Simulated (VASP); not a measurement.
Input of a VASP 6.6.1 run:

File INCAR:

```
ALGO = Normal
EDIFF = 1E-7
ENCUT = 520
GGA = CA
ISIF = 2
ISMEAR = 1
LASPH = T
LCHARG = F
LREAL = F
LWAVE = F
NBANDS = 13
NELM = 100
PREC = Accurate
SIGMA = 0.15
```

File KPOINTS:

```
k-points
0
Gamma
  6 6 6
```

POSCAR

```
Te
1.0
    2.1609690000      1.2476360000     10.5855710000
   -2.1609690000      1.2476360000     10.5855710000
    0.0000000000     -2.4952720000     10.5855710000
Te
2
Direct
    0.2195950000      0.2195950000      0.2195950000
    0.7804050000      0.7804050000      0.7804050000
```

Potentials or basis: VASP PAW LDA potentials, release 64 (Te).

Run with:

```bash
$ cat potpaw_LDA.64/Te/POTCAR > POTCAR
$ mpirun -np 1 vasp_std > vasp.out
```

Question: What does it give for the band gap on the k mesh?

Answer: Zero (bands 6 and 7 overlap by 0.63 eV).

Question: Predict the largest force.

Answer: 1.069 eV/Å.

Forces on the atoms (eV/Å):
```
Te   0.000  0.000 -1.069
Te   0.000  0.000  1.069
```

Caveat: the cell stands under tension; spin-orbit coupling is left out, which moves the levels of the heavy elements; forces of over 1 eV/Å act on the atoms, so gaps and moduli don't describe the material at rest.
